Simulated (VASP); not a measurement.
# CoSi (NiAs type) (P6_3/mmc) in VASP: further runs

The runs below take CoSi (NiAs type) through relaxation of shape and atoms at fixed volume, single point, with PBE.

Program: VASP 6.6.1. These are calculated values, not measurements. Logs are shortened: lines on timing, memory, paths and dates and some standing lists are left out, and cuts for length are marked.

## 1. The cell of the first run

It takes space group P6_3/mmc (No. 194, hexagonal). The conventional cell has a = 3.138 Å, b = 3.138 Å, c = 4.663 Å, α = 90.00°, β = 90.00°, γ = 120.00°. Within 2.9 Å of Co (site symmetry -3m) lie 6 Si at 2.15 Å and 2 Co at 2.33 Å. Within 3.0 Å of Si (site symmetry -6m2) lie 6 Co at 2.15 Å and 6 Si at 2.95 Å.

## 2. Relaxation of shape and atoms at fixed volume, PBE

INCAR reads:

```
SYSTEM = CoSi
  PREC = Accurate
  ENCUT = 600
  EDIFF = 1E-6
  ISMEAR = -1
  SIGMA = 0.08
  LREAL = .FALSE.
  LASPH = .TRUE.
  NELM = 60
  ALGO = Normal
  ISIF = 4
  LWAVE = .FALSE.
  LCHARG = .FALSE.
  GGA = PE
  IBRION = 2
  NSW = 50
  EDIFFG = -0.005
```

KPOINTS reads:

```
regular mesh
0
G
  12 12 7
  0 0 0
```

POSCAR reads:

```
CoSi
1.0
    3.1381534557      0.0000000000      0.0000000000
   -1.5690767278      2.7177206136      0.0000000000
    0.0000000000      0.0000000000      4.6633842468
Co Si
2 2
Direct
    0.0000000000      0.0000000000      0.0000000000
    0.0000000000      0.0000000000      0.5000000000
    0.3333333333      0.6666666667      0.2500000000
    0.6666666667      0.3333333333      0.7500000000
```

Potentials or basis: VASP PAW PBE potentials, release 64 (Co, Si).

On the command line:

```
> cat potpaw_PBE.64/Co/POTCAR potpaw_PBE.64/Si/POTCAR > POTCAR
> mpirun -np 1 vasp_std > vasp.out
```

OUTCAR:

```text
SYSTEM = CoSi
   PREC = Accurate
   ENCUT = 600
   EDIFF = 1E-6
   ISMEAR = -1
   LREAL = .FALSE.
   LASPH = .TRUE.
   NELM = 60
   ISIF = 4
   GGA = PE
   IBRION = 2
   NSW = 50
   EDIFFG = -0.005

 ion  position               nearest neighbor table
   1  0.000  0.000  0.000-   3 2.15   4 2.15   3 2.15   4 2.15   4 2.15   3 2.15   2 2.33   2 2.33

   2  0.000  0.000  0.500-   3 2.15   4 2.15   3 2.15   4 2.15   4 2.15   3 2.15   1 2.33   1 2.33

   3  0.333  0.667  0.250-   1 2.15   2 2.15   1 2.15   2 2.15   1 2.15   2 2.15   4 2.95   4 2.95
                             4 2.95   4 2.95   4 2.95   4 2.95
   4  0.667  0.333  0.750-   1 2.15   2 2.15   1 2.15   2 2.15   1 2.15   2 2.15   3 2.95   3 2.95
                             3 2.95   3 2.95   3 2.95   3 2.95

  LATTYP: Found a hexagonal cell.
 ALAT       =     3.1381534557
 C/A-ratio  =     1.4860281094

  Lattice vectors:

 A1 = (   3.1381534557,   0.0000000000,   0.0000000000)
 A2 = (  -1.5690767278,   2.7177206136,   0.0000000000)
 A3 = (   0.0000000000,   0.0000000000,   4.6633842468)

Analysis of symmetry for initial positions (statically):
=====================================================================
 Subroutine PRICEL returns:
 Original cell was already a primitive cell.

 Routine SETGRP: Setting up the symmetry group for a
 hexagonal supercell.

 Subroutine GETGRP returns: Found 24 space group operations
 (whereof 12 operations were pure point group operations)
 out of a pool of 24 trial point group operations.

The static configuration has the point symmetry D_3d.
 The point group associated with its full space group is D_6h.

Analysis of symmetry for dynamics (positions and initial velocities):
=====================================================================
 Subroutine PRICEL returns:
 Original cell was already a primitive cell.

 Routine SETGRP: Setting up the symmetry group for a
 hexagonal supercell.

 Subroutine GETGRP returns: Found 24 space group operations
 (whereof 12 operations were pure point group operations)
 out of a pool of 24 trial point group operations.

The dynamic configuration has the point symmetry D_3d.
 The point group associated with its full space group is D_6h.

 Subroutine INISYM returns: Found 24 space group operations
 (whereof 12 operations are pure point group operations),
 and found     1 'primitive' translations

----------------------------------------------------------------------------------------

                                     Primitive cell

  volume of cell :      39.7723

  direct lattice vectors                    reciprocal lattice vectors
     3.138153456  0.000000000  0.000000000     0.318658732  0.183977705  0.000000000
    -1.569076728  2.717720614  0.000000000     0.000000000  0.367955409  0.000000000
     0.000000000  0.000000000  4.663384247     0.000000000  0.000000000  0.214436544

  length of vectors
     3.138153456  3.138153456  4.663384247     0.367955409  0.367955409  0.214436544

  position of ions in fractional coordinates (direct lattice)
     0.000000000  0.000000000  0.000000000
     0.000000000  0.000000000  0.500000000
     0.333333333  0.666666667  0.250000000
     0.666666667  0.333333333  0.750000000

  ion indices of the primitive-cell ions
   primitive index   ion index
                 1           1
                 2           2
                 3           3
                 4           4

----------------------------------------------------------------------------------------

 KPOINTS: regular mesh

Automatic generation of k-mesh.
 Grid dimensions read from file:
 generate k-points for:   12   12    7

 Generating k-lattice:

  Cartesian coordinates                     Fractional coordinates (reciprocal lattice)
     0.026554894  0.015331475  0.000000000     0.083333333  0.000000000  0.000000000
     0.000000000  0.030662951  0.000000000     0.000000000  0.083333333  0.000000000
     0.000000000  0.000000000  0.030633792     0.000000000  0.000000000  0.142857143

  Length of vectors
     0.030662951  0.030662951  0.030633792

  Shift w.r.t. Gamma in fractional coordinates (k-lattice)
     0.000000000  0.000000000  0.000000000

 Subroutine IBZKPT returns following result:
 ===========================================

 Found     76 irreducible k-points:

 Following reciprocal coordinates:
            Coordinates               Weight
  0.000000  0.000000  0.000000      1.000000
  0.083333 -0.000000  0.000000      6.000000
  0.166667 -0.000000  0.000000      6.000000
  0.250000 -0.000000  0.000000      6.000000
  0.333333 -0.000000  0.000000      6.000000
  0.416667  0.000000  0.000000      6.000000
[... 16 lines left out ...]
  0.250000 -0.000000  0.142857     12.000000
  0.333333 -0.000000  0.142857     12.000000
 [... further k-points ...]
   k-points           NKPTS =     76   k-points in BZ     NKDIM =     76   number of bands    NBANDS=     17
   number of dos      NEDOS =    301   number of ions     NIONS =      4
   total plane-waves  NPLWV =  31360
   dimension x,y,z NGX =    28 NGY =   28 NGZ =   40
   dimension x,y,z NGXF=    56 NGYF=   56 NGZF=   80
   ions per type =               2   2
   NGX,Y,Z   is equivalent  to a cutoff of  14.83, 14.83, 14.26 a.u.
   NGXF,Y,Z  is equivalent  to a cutoff of  29.67, 29.67, 28.52 a.u.
 SYSTEM =  CoSi
   PREC   = accura    normal or accurate (medium, high low for compatibility)
   ISTART =      0    job   : 0-new  1-cont  2-samecut
   ICHARG =      2    charge: 1-file 2-atom 10-const
   ISPIN  =      1    spin polarized calculation?
   LNONCOLLINEAR =      F non collinear calculations
   LSORBIT =      F    spin-orbit coupling
   LASPH  =      T    aspherical Exc in radial PAW
   ENCUT  =  600.0 eV  44.10 Ry    6.64 a.u.   6.27  6.27  9.31*2*pi/ulx,y,z
   NELM   =     60;   NELMIN=  2; NELMDL= -5     # of ELM steps
   EDIFF  = 0.1E-05   stopping-criterion for ELM
   LREAL  =      F    real-space projection
   EDIFFG = -.5E-02   stopping-criterion for IOM
   NSW    =     50    number of steps for IOM
   IBRION =      2    ionic relax: 0-MD 1-quasi-New 2-CG
   NFREE  =      1    steps in history (QN), initial steepest desc. (CG)
   ISIF   =      4    stress and relaxation
   ISYM   =      2    0-nonsym 1-usesym 2-fastsym
   POTIM  = 0.5000    time-step for ionic-motion
   TEBEG  =    0.0;   TEEND  =   0.0 temperature during run
   PSTRESS=    0.0 pullay stress
   NELECT =      26.0000    total number of electrons
   NUPDOWN=      -1.0000    fix difference up-down
   EMIN   =  10.00;   EMAX   =-10.00  energy-range for DOS
   EFERMI =   0.00;   METHOD = LEGACY
   ISMEAR =    -1;   SIGMA  =   0.08  broadening in eV -4-tet -1-fermi 0-gaus
   EFERMI_NEDOS =   21; number of points for ismear=-14 and -15
   IALGO  =     38    algorithm
   IMIX   =      4    mixing-type and parameters
     AMIX     =   0.40;   BMIX     =  1.00
     AMIX_MAG =   1.60;   BMIX_MAG =  1.00
  volume/ion in A,a.u.               =       9.94        67.10
  Fermi-wavevector in a.u.,A,eV,Ry     =   1.420821  2.684961 27.466502  2.018731
  Thomas-Fermi vector in A             =   2.541695
   LORBIT       =      0    0 simple, 1 ext, 2 COOP (PROOUT), +10 PAW based schemes
   GGA     = PE    functional components
   LHFCALC =     F    Hartree Fock is set to
   AEXX    =    0.0000 exact exchange contribution
   IVDW    =     0    specifies the selected vdW correction
   LEPSILON=     F    determine dielectric tensor
   LRPA    =     F    only Hartree local field effects (RPA)
 conjugate gradient relaxation of ions
 non-spin polarized calculation
  energy-cutoff  :      600.00
  volume of cell :       39.77
 maximum number of plane-waves:      1339
 NGX is ok and might be reduce to    28
   NGX = 13   NGY = 13   NGZ = 19

--------------------------------------- Ionic step        1  -------------------------------------------

 number of electron      25.9999998 magnetization

 Free energy of the ion-electron system (eV)
  ---------------------------------------------------
  ext. energy  EPLUGINS =         0.00000000
  ---------------------------------------------------
  free energy    TOTEN  =       -24.75258142 eV

  energy without entropy =      -24.71923344  energy(sigma->0) =      -24.73590743

------------------------ aborting loop because EDIFF is reached ----------------------------------------

  FORCE on cell =-STRESS in cart. coord.  units (eV):
  Direction    XX          YY          ZZ          XY          YZ          ZX
  --------------------------------------------------------------------------------------
  -------------------------------------------------------------------------------------
  Total       15.3679241     15.3679241     18.2063674      0.0000000      0.0000000      0.0000000
  in kB      619.0783324    619.0783324    733.4216052      0.0000000      0.0000000      0.0000000
  external PRESSURE =     657.1927567 kB  Pullay stress =       0.0000000 kB
[... 99 lines left out ...]
  energy  without entropy=      -24.7637261679  energy(sigma->0) =      -24.78053762

--------------------------------------- Ionic step        4  -------------------------------------------

 number of electron      25.9999999 magnetization

 Free energy of the ion-electron system (eV)
  ---------------------------------------------------
  ext. energy  EPLUGINS =         0.00000000
  ---------------------------------------------------
  free energy    TOTEN  =       -24.79735591 eV

  energy without entropy =      -24.76378073  energy(sigma->0) =      -24.78056832

 E-fermi :  13.2991     XC(G=0): -13.2262

 val. band max:       13.2454278093   @ k =   0.5000  -0.0000   0.0000
 cond. band min:      13.3209207307   @ k =   0.2500   0.0833   0.0000
 fundamental gap:      0.0754929215
 Fermi energy:        13.2990659698

 k-point     1 :       0.0000    0.0000    0.0000
  band No.  band energies     occupation
      1      -0.6050      2.00000
      2       5.1235      2.00000
      3       5.5302      2.00000
      4       9.0732      2.00000
      5       9.0844      2.00000
      6       9.0844      2.00000
[... 9 lines left out ...]
     16      20.1105      0.00000
     17      20.7552      0.00000
[... 443 lines left out ...]
      1       1.7802      2.00000
      2       5.0961      2.00000
      3       7.2112      2.00000
      4       7.9635      2.00000
      5       9.0745      2.00000
      6       9.1382      2.00000
[... 9 lines left out ...]
     16      17.2339      0.00000
     17      19.0131      0.00000

 [... further k-points ...]

------------------------ aborting loop because EDIFF is reached ----------------------------------------

  FORCE on cell =-STRESS in cart. coord.  units (eV):
  Direction    XX          YY          ZZ          XY          YZ          ZX
  --------------------------------------------------------------------------------------
  -------------------------------------------------------------------------------------
  Total       15.8832281     15.8832281     15.9005679      0.0000000      0.0000000      0.0000000
  in kB      639.8367338    639.8367338    640.5352471      0.0000000      0.0000000      0.0000000
  external PRESSURE =     640.0695716 kB  Pullay stress =       0.0000000 kB
[... 19 lines left out ...]
  FREE ENERGIE OF THE ION-ELECTRON SYSTEM (eV)
  ---------------------------------------------------
  free  energy   TOTEN  =       -24.7973559057 eV

  energy  without entropy=      -24.7637807257  energy(sigma->0) =      -24.78056832

 reached required accuracy - stopping structural energy minimisation
```

Wall time 87 s (1 thread of Intel Xeon 6975P-C (Granite Rapids), shared host); peak memory 0.22 GiB.

Results:

* Free energy: -24.7974 eV
* Energy gained by relaxing: 11.2 meV/atom
* Ionic steps: 4
* Pressure after relaxing: 64.0 GPa
* Band gap on the k mesh: zero (bands 13 and 14 overlap by 3.30 eV)

Step by step:
```csv
step,energy change (eV),largest force (eV/Å),pressure (GPa),volume (Å³)
1,0.0000,0.0000,65.72,39.77
2,-0.0409,0.0000,64.53,39.77
3,-0.0448,0.0000,64.00,39.77
4,-0.0448,0.0000,64.01,39.77
```

Final structure:
```
Co Si
1.0
     3.08793    0.00000    0.00000
    -1.54396    2.67422    0.00000
     0.00000    0.00000    4.81632
Co Si
2 2
Direct
  0.00000 0.00000 0.00000
  0.00000 0.00000 0.50000
  0.33333 0.66667 0.25000
  0.66667 0.33333 0.75000
```

Caveat: the run has no spin polarisation, though such a crystal can be magnetic. Spin polarisation is off, so any magnetic state and its effect on volume and gap are missing.

## 3. Relaxation of shape and atoms at fixed volume, PBE

This run uses another cell than the first one, of 10.94 Å³/atom.

INCAR reads:

```
PREC = Accurate
ENCUT = 600
EDIFF = 1E-7
ISMEAR = -1
SIGMA = 0.08
LREAL = F
LASPH = T
NELM = 80
ALGO = Normal
ISIF = 4
LWAVE = F
LCHARG = F
GGA = PE
IBRION = 2
NSW = 50
EDIFFG = -0.005
```

KPOINTS reads:

```
regular mesh
0
Gamma
  12 12 7
```

POSCAR reads:

```
CoSi
1.0
    3.2394534115      0.0000000000      0.0000000000
   -1.6197267058      2.8054489488      0.0000000000
    0.0000000000      0.0000000000      4.8139188287
Co Si
2 2
Direct
    0.0000000000      0.0000000000      0.0000000000
    0.0000000000      0.0000000000      0.5000000000
    0.3333333333      0.6666666667      0.2500000000
    0.6666666667      0.3333333333      0.7500000000
```

Potentials or basis: VASP PAW PBE potentials, release 64 (Co, Si).

On the command line:

```
> cat potpaw_PBE.64/Co/POTCAR potpaw_PBE.64/Si/POTCAR > POTCAR
> mpirun -np 1 vasp_std > vasp.out
```

Run time: 80 s. Hardware: 1 thread of Intel Xeon 6975P-C (Granite Rapids), shared host; peak memory 0.22 GiB.

Results (log left out):

```
Free energy               : -25.9313 eV
Energy gained by relaxing : 3.1 meV/atom
Ionic steps               : 3
Pressure after relaxing   : 29.8 GPa
Band gap on the k mesh    : zero (bands 13 and 14 overlap by 3.06 eV)
```

Step by step:
```csv
step,energy change (eV),largest force (eV/Å),pressure (GPa),volume (Å³)
1,0.0000,0.0000,30.57,43.75
2,-0.0110,0.0000,30.06,43.75
3,-0.0126,0.0000,29.79,43.75
```

Final structure:
```xyz
4
Lattice="3.2104 0.0000 0.0000 -1.6052 2.7803 0.0000 0.0000 0.0000 4.9015" Properties=species:S:1:pos:R:3 pbc="T T T"
Co   -1.6052    2.7803    0.0000
Co   -1.6052    2.7803    2.4508
Si    0.0000    1.8535    1.2254
Si    1.6052    0.9268    3.6761
```

Levels at points of the mesh, in eV from the Fermi level:
| k point | band 11 | band 12 | band 13 | band 14 | band 15 | band 16 |
| --- | --- | --- | --- | --- | --- | --- |
| (0.00, 0.00, 0.00) | -0.78 | -0.78 | 1.25 | 4.18 | 4.18 | 6.48 |
| (0.50, 0.00, 0.00) | -1.25 | -1.02 | -0.74 | -0.54 | -0.19 | 3.29 |

Caveat: the run has no spin polarisation, though such a crystal can be magnetic. Spin polarisation is off, so any magnetic state and its effect on volume and gap are missing.

(Part 1 of 2 ends here.)

The gap in the log of VASP goes by the Fermi energy; the results here count the filled bands.